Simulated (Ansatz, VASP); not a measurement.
## Two plane-wave programs on Zn3Se2S

```
Zn Se S
1.0
     5.97127   -3.44503    0.00000
     5.97127    3.44503    0.00000
     0.00000    0.00000    6.52746
Zn Se S
6 4 2
Direct
  0.16631 0.51215 0.99965
  0.84450 0.15550 0.01656
  0.48785 0.83369 0.99965
  0.51215 0.16631 0.49965
  0.15550 0.84450 0.51656
  0.83369 0.48785 0.49965
  0.16679 0.50344 0.37950
  0.49656 0.83321 0.37950
  0.50344 0.16679 0.87950
  0.83321 0.49656 0.87950
  0.83746 0.16254 0.38014
  0.16254 0.83746 0.88014
```

Alike in both runs: functional PBE; k mesh 6 × 6 × 4; occupations gaussian, width 0.02 eV; no spin polarisation.

Ansatz relaxed the structure, and its values are those at the end. VASP's run is a single point on that final structure, the one shown.

|  | VASP | Ansatz |
| --- | --- | --- |
| version | VASP 6.6.1 | Ansatz 0.2.0 |
| potentials or method | VASP PAW PBE potentials, release 64 (Zn, Se, S), cutoff 520 eV | scalar-relativistic, plane waves, PAW |
| valence electrons in the cell | 108 | 148 |

Ansatz gave:

| Property | Result |
| --- | --- |
| gap on the k mesh at the Fermi level (eV) | 1.47 |
| least direct gap on the mesh (eV) | 1.47 |
| pressure (GPa) | 0.0 |
| rms of the force components (eV/Å) | 0.003 |

Estimate VASP's values.

gap on the k mesh at the Fermi level (eV): 1.47; least direct gap on the mesh (eV): 1.47; pressure (GPa): 0.2; rms of the force components (eV/Å): 0.003.

VASP's potentials hold 108 valence electrons a cell and Ansatz's 148, so a difference there can come from the potentials and not from the codes.
